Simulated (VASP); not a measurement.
# BP (F-43m) in VASP: a series of runs

BP is run at these levels: PBEsol; tasks: single point.

Everything below comes from runs of VASP 6.6.1. Logs are shortened: lines on timing, memory, paths and dates and some standing lists are left out, and cuts for length are marked.

**1. The cell of the first run**

Symmetry: F-43m, No. 216, cubic system. The conventional cell has a = 4.537 Å, b = 4.537 Å, c = 4.537 Å, α = 90.00°, β = 90.00°, γ = 90.00°. B (site symmetry -43m) has 4 P at 1.96 Å within 2.6 Å. P (site symmetry -43m) has 4 B at 1.96 Å within 2.6 Å.

**2. Single point, PBEsol**

The input, INCAR:

```
SYSTEM = BP
PREC     = Accurate       ! precision mode
ENCUT    = 500            ! plane-wave cutoff, eV
EDIFF    = 1E-6           ! SCF threshold, eV
ISMEAR   = 1              ! smearing method
SIGMA    = 0.05           ! smearing width, eV
LREAL    = .False.        ! projectors in reciprocal space
LASPH    = .True.         ! aspherical terms in the spheres
NELM     = 120            ! most SCF steps
ALGO     = Normal         ! electronic algorithm
ISIF     = 2              ! what is computed and relaxed
LWAVE    = .False.        ! write WAVECAR
LCHARG   = .True.         ! write CHGCAR
GGA      = PS             ! functional
LELF     = .True.         ! ELF
LVHAR    = .True.       
NBANDS   = 11             ! bands
GGA_COMPAT= .False.
```

The input, KPOINTS:

```
regular mesh
0
Gamma
  6 6 6
  0 0 0
```

The input, POSCAR:

```
BP
1.0
    0.0000000000      2.2683156724      2.2683156724
    2.2683156724      0.0000000000      2.2683156724
    2.2683156724      2.2683156724      0.0000000000
B P
1 1
Direct
    0.0000000000      0.0000000000      0.0000000000
    0.2500000000      0.2500000000      0.2500000000
```

Potentials or basis: VASP PAW PBE potentials, release 64 (B, P).

Launch:

```sh
> cat potpaw_PBE.64/B/POTCAR potpaw_PBE.64/P/POTCAR > POTCAR
> mpirun -np 1 vasp_std > vasp.out
```

OUTCAR:

```text
SYSTEM = BP
   PREC = Accurate
   ENCUT = 500
   EDIFF = 1E-6
   ISMEAR = 1
   LREAL = .False.
   LASPH = .True.
   NELM = 120
   ISIF = 2
   GGA = PS

 ion  position               nearest neighbor table
   1  0.000  0.000  0.000-   2 1.96   2 1.96   2 1.96   2 1.96
   2  0.250  0.250  0.250-   1 1.96   1 1.96   1 1.96   1 1.96

  LATTYP: Found a face centered cubic cell.
 ALAT       =     4.5366313448

  Lattice vectors:

 A1 = (   0.0000000000,   2.2683156724,   2.2683156724)
 A2 = (   2.2683156724,   0.0000000000,   2.2683156724)
 A3 = (   2.2683156724,   2.2683156724,   0.0000000000)

Analysis of symmetry for initial positions (statically):
=====================================================================
 Subroutine PRICEL returns:
 Original cell was already a primitive cell.

 Routine SETGRP: Setting up the symmetry group for a
 face centered cubic supercell.

 Subroutine GETGRP returns: Found 24 space group operations
 (whereof 24 operations were pure point group operations)
 out of a pool of 48 trial point group operations.

The static configuration has the point symmetry T_d .

Analysis of symmetry for dynamics (positions and initial velocities):
=====================================================================
 Subroutine PRICEL returns:
 Original cell was already a primitive cell.

 Routine SETGRP: Setting up the symmetry group for a
 face centered cubic supercell.

 Subroutine GETGRP returns: Found 24 space group operations
 (whereof 24 operations were pure point group operations)
 out of a pool of 48 trial point group operations.

The dynamic configuration has the point symmetry T_d .

 Subroutine INISYM returns: Found 24 space group operations
 (whereof 24 operations are pure point group operations),
 and found     1 'primitive' translations

----------------------------------------------------------------------------------------

                                     Primitive cell

  volume of cell :      23.3421

  direct lattice vectors                    reciprocal lattice vectors
     0.000000000  2.268315672  2.268315672    -0.220427873  0.220427873  0.220427873
     2.268315672  0.000000000  2.268315672     0.220427873 -0.220427873  0.220427873
     2.268315672  2.268315672  0.000000000     0.220427873  0.220427873 -0.220427873

  length of vectors
     3.207882788  3.207882788  3.207882788     0.381792276  0.381792276  0.381792276

  position of ions in fractional coordinates (direct lattice)
     0.000000000  0.000000000  0.000000000
     0.250000000  0.250000000  0.250000000

  ion indices of the primitive-cell ions
   primitive index   ion index
                 1           1
                 2           2

----------------------------------------------------------------------------------------

 KPOINTS: regular mesh

Automatic generation of k-mesh.
 Grid dimensions read from file:
 generate k-points for:    6    6    6

 Generating k-lattice:

  Cartesian coordinates                     Fractional coordinates (reciprocal lattice)
    -0.036737979  0.036737979  0.036737979     0.166666667  0.000000000  0.000000000
     0.036737979 -0.036737979  0.036737979     0.000000000  0.166666667  0.000000000
     0.036737979  0.036737979 -0.036737979     0.000000000  0.000000000  0.166666667

  Length of vectors
     0.063632046  0.063632046  0.063632046

  Shift w.r.t. Gamma in fractional coordinates (k-lattice)
     0.000000000  0.000000000  0.000000000

 Subroutine IBZKPT returns following result:
 ===========================================

 Found     16 irreducible k-points:

 Following reciprocal coordinates:
            Coordinates               Weight
  0.000000  0.000000  0.000000      1.000000
  0.166667  0.000000  0.000000      8.000000
  0.333333  0.000000  0.000000      8.000000
  0.500000  0.000000  0.000000      4.000000
  0.166667  0.166667  0.000000      6.000000
  0.333333  0.166667  0.000000     24.000000
[... 8 lines left out ...]
 -0.333333  0.333333  0.166667     24.000000
 -0.333333  0.500000  0.166667     12.000000
   k-points           NKPTS =     16   k-points in BZ     NKDIM =     16   number of bands    NBANDS=     11
   number of dos      NEDOS =    301   number of ions     NIONS =      2
   total plane-waves  NPLWV =  13824
   dimension x,y,z NGX =    24 NGY =   24 NGZ =   24
   dimension x,y,z NGXF=    48 NGYF=   48 NGZF=   48
   ions per type =               1   1
   NGX,Y,Z   is equivalent  to a cutoff of  12.44, 12.44, 12.44 a.u.
   NGXF,Y,Z  is equivalent  to a cutoff of  24.88, 24.88, 24.88 a.u.
 SYSTEM =  BP
   PREC   = accura    normal or accurate (medium, high low for compatibility)
   ISTART =      0    job   : 0-new  1-cont  2-samecut
   ICHARG =      2    charge: 1-file 2-atom 10-const
   ISPIN  =      1    spin polarized calculation?
   LNONCOLLINEAR =      F non collinear calculations
   LSORBIT =      F    spin-orbit coupling
   LASPH  =      T    aspherical Exc in radial PAW
   ENCUT  =  500.0 eV  36.75 Ry    6.06 a.u.   5.85  5.85  5.85*2*pi/ulx,y,z
   NELM   =    120;   NELMIN=  2; NELMDL= -5     # of ELM steps
   EDIFF  = 0.1E-05   stopping-criterion for ELM
   LREAL  =      F    real-space projection
   EDIFFG = 0.1E-04   stopping-criterion for IOM
   NSW    =      0    number of steps for IOM
   IBRION =     -1    ionic relax: 0-MD 1-quasi-New 2-CG
   NFREE  =      0    steps in history (QN), initial steepest desc. (CG)
   ISIF   =      2    stress and relaxation
   ISYM   =      2    0-nonsym 1-usesym 2-fastsym
   POTIM  = 0.5000    time-step for ionic-motion
   TEBEG  =    0.0;   TEEND  =   0.0 temperature during run
   PSTRESS=    0.0 pullay stress
   NELECT =       8.0000    total number of electrons
   NUPDOWN=      -1.0000    fix difference up-down
   EMIN   =  10.00;   EMAX   =-10.00  energy-range for DOS
   EFERMI =   0.00;   METHOD = LEGACY
   ISMEAR =     1;   SIGMA  =   0.05  broadening in eV -4-tet -1-fermi 0-gaus
   EFERMI_NEDOS =   21; number of points for ismear=-14 and -15
   IALGO  =     38    algorithm
   IMIX   =      4    mixing-type and parameters
     AMIX     =   0.40;   BMIX     =  1.00
     AMIX_MAG =   1.60;   BMIX_MAG =  1.00
  volume/ion in A,a.u.               =      11.67        78.76
  Fermi-wavevector in a.u.,A,eV,Ry     =   1.145666  2.164995 17.858333  1.312550
  Thomas-Fermi vector in A             =   2.282353
   LORBIT       =      0    0 simple, 1 ext, 2 COOP (PROOUT), +10 PAW based schemes
   GGA     = PS    functional components
   LHFCALC =     F    Hartree Fock is set to
   AEXX    =    0.0000 exact exchange contribution
   IVDW    =     0    specifies the selected vdW correction
   LEPSILON=     F    determine dielectric tensor
   LRPA    =     F    only Hartree local field effects (RPA)
 non-spin polarized calculation
 Methfessel and Paxton  Order N= 1 SIGMA  =   0.05
  energy-cutoff  :      500.00
  volume of cell :       23.34
 maximum number of plane-waves:       609
   NGX = 11   NGY = 11   NGZ = 11

 number of electron       8.0000000 magnetization

 Free energy of the ion-electron system (eV)
  ---------------------------------------------------
  ext. energy  EPLUGINS =         0.00000000
  ---------------------------------------------------
  free energy    TOTEN  =       -13.65395364 eV

  energy without entropy =      -13.65399390  energy(sigma->0) =      -13.65396706

 E-fermi :   7.4648     XC(G=0): -11.0472

 val. band max:        7.4227057817   @ k =   0.0000   0.0000   0.0000
 cond. band min:       8.6427278369   @ k =   0.5000   0.5000   0.0000
 fundamental gap:      1.2200220552
 Fermi energy:         7.4647997350

 k-point     1 :       0.0000    0.0000    0.0000
  band No.  band energies     occupation
      1      -8.0860      2.00000
      2       7.4227      2.00000
      3       7.4227      2.00000
      4       7.4227      2.00000
      5      10.7778      0.00000
      6      10.7778      0.00000
      7      10.7778      0.00000
      8      14.7790      0.00000
      9      18.6678      0.00000
     10      19.5428      0.00000
     11      19.5428      0.00000

 k-point     2 :       0.1667    0.0000    0.0000
  band No.  band energies     occupation
      1      -7.5861      2.00000
      2       4.5614      2.00000
      3       6.7500      2.00000
      4       6.7500      2.00000
      5      11.3961      0.00000
      6      11.6897      0.00000
      7      11.6897      0.00000
      8      16.0462      0.00000
      9      18.3023      0.00000
     10      18.3023      0.00000
     11      19.9314      0.00000

 k-point     3 :       0.3333    0.0000    0.0000
  band No.  band energies     occupation
      1      -6.1606      2.00000
      2       0.6437      2.00000
      3       5.9435      2.00000
      4       5.9435      2.00000
      5      11.2736      0.00000
      6      12.2262      0.00000
      7      12.2262      0.00000
      8      17.3847      0.00000
      9      19.2576      0.00000
     10      19.2576      0.00000
     11      20.6625      0.00000

 k-point     4 :       0.5000    0.0000    0.0000
  band No.  band energies     occupation
      1      -4.7316      2.00000
      2      -1.6830      2.00000
      3       5.6540      2.00000
      4       5.6540      2.00000
      5      11.1591      0.00000
      6      12.0695      0.00000
      7      12.0695      0.00000
      8      17.3510      0.00000
      9      22.0173      0.00000
     10      22.0173      0.00000
     11      22.0630      0.00000

 k-point     5 :       0.1667    0.1667    0.0000
  band No.  band energies     occupation
      1      -7.4184      2.00000
      2       5.4891      2.00000
      3       5.6687      2.00000
      4       5.6687      2.00000
      5       9.7854      0.00000
      6      13.2574      0.00000
      7      13.2574      0.00000
      8      14.2284      0.00000
      9      18.0413      0.00000
     10      20.2640      0.00000
     11      20.6911      0.00000
[... 99 lines left out ...]
 k-point    13 :       0.5000    0.5000    0.0000
  band No.  band energies     occupation
      1      -3.2042      2.00000
      2      -1.1834      2.00000
      3       3.2718      2.00000
      4       3.2718      2.00000
      5       8.6427      0.00000
      6       8.9346      0.00000
      7      19.5264      0.00000
      8      19.5264      0.00000
      9      22.5641      0.00000
     10      24.2015      0.00000
     11      25.3773      0.00000

 k-point    14 :       0.5000    0.3333    0.1667
  band No.  band energies     occupation
      1      -4.9310      2.00000
      2       0.8816      2.00000
      3       2.3574      2.00000
      4       4.1183      2.00000
      5      11.3532      0.00000
      6      12.8381      0.00000
      7      13.8609      0.00000
      8      16.9115      0.00000
      9      20.0732      0.00000
     10      20.9319      0.00000
     11      25.0447      0.00000

 k-point    15 :      -0.3333    0.3333    0.1667
  band No.  band energies     occupation
      1      -3.6114      2.00000
      2      -0.7321      2.00000
      3       1.8671      2.00000
      4       3.3945      2.00000
      5      11.8379      0.00000
      6      13.0611      0.00000
      7      15.9693      0.00000
      8      16.5297      0.00000
      9      17.8636      0.00000
     10      22.2175      0.00000
     11      24.9068      0.00000

 k-point    16 :      -0.3333    0.5000    0.1667
  band No.  band energies     occupation
      1      -2.9976      2.00000
      2      -0.8116      2.00000
      3       2.0544      2.00000
      4       2.1751      2.00000
      5      11.1653      0.00000
      6      11.7624      0.00000
      7      16.5143      0.00000
      8      17.1435      0.00000
      9      20.3289      0.00000
     10      23.5868      0.00000
     11      23.8422      0.00000

------------------------ aborting loop because EDIFF is reached ----------------------------------------

  FORCE on cell =-STRESS in cart. coord.  units (eV):
  Direction    XX          YY          ZZ          XY          YZ          ZX
  --------------------------------------------------------------------------------------
  -------------------------------------------------------------------------------------
  Total       -0.2287038     -0.2287038     -0.2287038      0.0000000      0.0000000     -0.0000000
  in kB      -15.6979692    -15.6979692    -15.6979692      0.0000000      0.0000000     -0.0000000
  external PRESSURE =     -15.6979692 kB  Pullay stress =       0.0000000 kB

 VOLUME and BASIS-vectors are now :
 -----------------------------------------------------------------------------
  energy-cutoff  :      500.00
  volume of cell :       23.34
      direct lattice vectors                 reciprocal lattice vectors
     0.000000000  2.268315672  2.268315672    -0.220427873  0.220427873  0.220427873
     2.268315672  0.000000000  2.268315672     0.220427873 -0.220427873  0.220427873
     2.268315672  2.268315672  0.000000000     0.220427873  0.220427873 -0.220427873

 POSITION                                       TOTAL-FORCE (eV/Angst)
 -----------------------------------------------------------------------------------
      0.00000      0.00000      0.00000         0.000000     -0.000000      0.000000
      1.13416      1.13416      1.13416        -0.000000      0.000000     -0.000000
 -----------------------------------------------------------------------------------
    total drift:                                0.000000      0.000000      0.000000

  FREE ENERGIE OF THE ION-ELECTRON SYSTEM (eV)
  ---------------------------------------------------
  free  energy   TOTEN  =       -13.6539536371 eV

  energy  without entropy=      -13.6539939003  energy(sigma->0) =      -13.65396706
```

Wall time 7.1 s (1 thread of AMD EPYC 7R13, shared host); peak memory 0.1 GiB.

Results:

```
Free energy            : -13.6540 eV
Pressure               : -1.6 GPa
Band gap on the k mesh : 1.22 eV, indirect (least direct gap 3.36 eV)
```

Caveat: the PAW data sets were made with another functional, which shifts forces and pressure a little.

**3. Single point, PBEsol**

The input, INCAR:

```
SYSTEM = BP
ALGO = Normal
EDIFF = 1E-6
ENCUT = 500
GGA = PS
GGA_COMPAT = .FALSE.
ISIF = 2
ISMEAR = 0
LASPH = .TRUE.
LCHARG = .TRUE.
LELF = .TRUE.
LREAL = .FALSE.
LVHAR = .TRUE.
LWAVE = .FALSE.
NBANDS = 11
NELM = 120
PREC = Accurate
SIGMA = 0.05
```

The input, KPOINTS:

```
k-points
0
G
  6 6 6
  0 0 0
```

POSCAR is that of step 2.

Potentials or basis: VASP PAW PBE potentials, release 64 (B, P).

Launch:

```sh
> cat potpaw_PBE.64/B/POTCAR potpaw_PBE.64/P/POTCAR > POTCAR
> mpirun -np 1 vasp_std > vasp.out
```

OUTCAR:

```text
SYSTEM = BP
   EDIFF = 1E-6
   ENCUT = 500
   GGA = PS
   ISIF = 2
   ISMEAR = 0
   LASPH = .TRUE.
   LREAL = .FALSE.
   NELM = 120
   PREC = Accurate

 ion  position               nearest neighbor table
   1  0.000  0.000  0.000-   2 1.96   2 1.96   2 1.96   2 1.96
   2  0.250  0.250  0.250-   1 1.96   1 1.96   1 1.96   1 1.96

  LATTYP: Found a face centered cubic cell.
 ALAT       =     4.5366313448

  Lattice vectors:

 A1 = (   0.0000000000,   2.2683156724,   2.2683156724)
[... 398 lines left out ...]

------------------------ aborting loop because EDIFF is reached ----------------------------------------

  FORCE on cell =-STRESS in cart. coord.  units (eV):
  Direction    XX          YY          ZZ          XY          YZ          ZX
  --------------------------------------------------------------------------------------
  -------------------------------------------------------------------------------------
  Total       -0.2287038     -0.2287038     -0.2287038      0.0000000      0.0000000     -0.0000000
  in kB      -15.6979695    -15.6979695    -15.6979695      0.0000000      0.0000000     -0.0000000
  external PRESSURE =     -15.6979695 kB  Pullay stress =       0.0000000 kB

 VOLUME and BASIS-vectors are now :
 -----------------------------------------------------------------------------
  energy-cutoff  :      500.00
  volume of cell :       23.34
      direct lattice vectors                 reciprocal lattice vectors
     0.000000000  2.268315672  2.268315672    -0.220427873  0.220427873  0.220427873
     2.268315672  0.000000000  2.268315672     0.220427873 -0.220427873  0.220427873
     2.268315672  2.268315672  0.000000000     0.220427873  0.220427873 -0.220427873

 POSITION                                       TOTAL-FORCE (eV/Angst)
 -----------------------------------------------------------------------------------
      0.00000      0.00000      0.00000         0.000000     -0.000000     -0.000000
      1.13416      1.13416      1.13416        -0.000000      0.000000      0.000000
 -----------------------------------------------------------------------------------
    total drift:                                0.000000      0.000000      0.000000

  FREE ENERGIE OF THE ION-ELECTRON SYSTEM (eV)
  ---------------------------------------------------
  free  energy   TOTEN  =       -13.6539939008 eV

  energy  without entropy=      -13.6539939008  energy(sigma->0) =      -13.65399390
```

OSZICAR:

```text
N       E                     dE             d eps       ncg     rms          rms(c)
DAV:   1     0.765712993881E+01    0.76571E+01   -0.38390E+03   352   0.634E+02
DAV:   2    -0.137586782413E+02   -0.21416E+02   -0.20005E+02   465   0.106E+02
DAV:   3    -0.143684417782E+02   -0.60976E+00   -0.60799E+00   463   0.152E+01
DAV:   4    -0.143702739098E+02   -0.18321E-02   -0.18321E-02   385   0.965E-01
DAV:   5    -0.143702827665E+02   -0.88566E-05   -0.88566E-05   433   0.673E-02    0.703E+00
DAV:   6    -0.137639050419E+02    0.60638E+00   -0.13002E+00   400   0.485E+00    0.376E+00
DAV:   7    -0.136633195174E+02    0.10059E+00   -0.23754E-01   436   0.240E+00    0.123E+00
DAV:   8    -0.136537829905E+02    0.95365E-02   -0.25642E-02   405   0.897E-01    0.167E-01
DAV:   9    -0.136539267792E+02   -0.14379E-03   -0.69624E-04   400   0.180E-01    0.102E-01
DAV:  10    -0.136539894326E+02   -0.62653E-04   -0.10496E-04   394   0.634E-02    0.203E-02
DAV:  11    -0.136539935418E+02   -0.41093E-05   -0.71637E-06   434   0.152E-02    0.258E-02
DAV:  12    -0.136539939008E+02   -0.35894E-06   -0.20376E-06   305   0.660E-03
   1 F= -.13653994E+02 E0= -.13653994E+02  d E =-.575612E-16
```

stdout:

```text
POSCAR found type information on POSCAR B P
 POSCAR found :  2 types and       2 ions
 scaLAPACK will be used
 -----------------------------------------------------------------------------
|                                                                             |
|                                                                             |
|     You enforced a specific xc type in the INCAR file but a different       |
|     I HOPE YOU KNOW WHAT YOU ARE DOING!                                     |
|                                                                             |
 -----------------------------------------------------------------------------

 LDA part: xc-table for (Slater+PW92), standard interpolation
 POSCAR, INCAR and KPOINTS ok, starting setup
 FFT: planning ... GRIDC
 FFT: planning ... GRID_SOFT
 FFT: planning ... GRID
 WAVECAR not read
 entering main loop
```

It took 7.7 s on 1 thread of AMD EPYC 7R13, shared host; peak memory 0.1 GiB.

What came out:

- Free energy: -13.6540 eV
- Pressure: -1.6 GPa
- Band gap on the k mesh: 1.22 eV, indirect (least direct gap 3.36 eV)

Caveat: the PAW data sets were made with another functional, which shifts forces and pressure a little.

[end of part 1 of 2]
